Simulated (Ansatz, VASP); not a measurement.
**SnO2 in VASP and in Ansatz**

INCAR

```
  PREC = Accurate
  ENCUT = 600
  EDIFF = 1E-6
  ISMEAR = -1
  SIGMA = 0.1
  LREAL = F
  LASPH = T
  NELM = 120
  ALGO = Normal
  ISIF = 2
  LWAVE = F
  LCHARG = F
  GGA = PS
  NBANDS = 20
  GGA_COMPAT = F
```

Contents of KPOINTS:

```
regular mesh
0
Gamma
  8 8 8
```

The input POSCAR:

```
SnO2
1.0
    1.6170950000      0.9336302336      4.8005933333
   -1.6170950000      0.9336302336      4.8005933333
    0.0000000000     -1.8672604671      4.8005933333
Sn O
1 2
Direct
    0.5000000000      0.5000000000      0.5000000000
    0.2371733333      0.2371733333      0.2371733333
    0.7628266667      0.7628266667      0.7628266667
```

Input for Ansatz:

```yaml
crystal:
  lattice:
    a: 3.23419
    b: 3.23419
    c: 14.40178
    alpha: 90.0
    beta: 90.0
    gamma: 120.0
  space_group: 166
  atoms:
    - { symbol: Sn, position: [0.6666666666666666, 0.3333333333333333, 0.8333333333333334] }
    - { symbol: O, position: [0.3333333333333333, 0.6666666666666666, 0.90384] }
  reduce_to_primitive: true
basis:
  ecutwfc: 517.016338673772
kpoints:
  mp_grid:
    grid: [8, 8, 8]
hamiltonian:
  xc: pbesol
scf:
  convergence:
    dr2_threshold: 1.0e-09
  occupations:
    method: fermi_dirac
output:
  stress: true
```

Alike in both runs: task single point; functional PBEsol; k mesh 8 × 8 × 8; no spin polarisation.

|  | VASP | Ansatz |
| --- | --- | --- |
| version | VASP 6.6.1 | Ansatz 0.2.0 |
| potentials or method | VASP PAW PBE potentials, release 64 (Sn_d, O), cutoff 600 eV | plane waves, PAW |
| occupations | fermi-dirac, width 0.1 eV | fermi-dirac |
| valence electrons in the cell | 26 | 26 |

VASP gave:

* pressure (GPa): -4.7
* traceless stress, the component that is largest in VASP (GPa): 1.03

Q: Which values does Ansatz return?

A: Pressure (GPa): -5.2; traceless stress, the component that is largest in VASP (GPa): 1.40.

VASP's potentials were made for PBE, not for PBEsol. Ansatz's warnings: stress scf threshold loose.
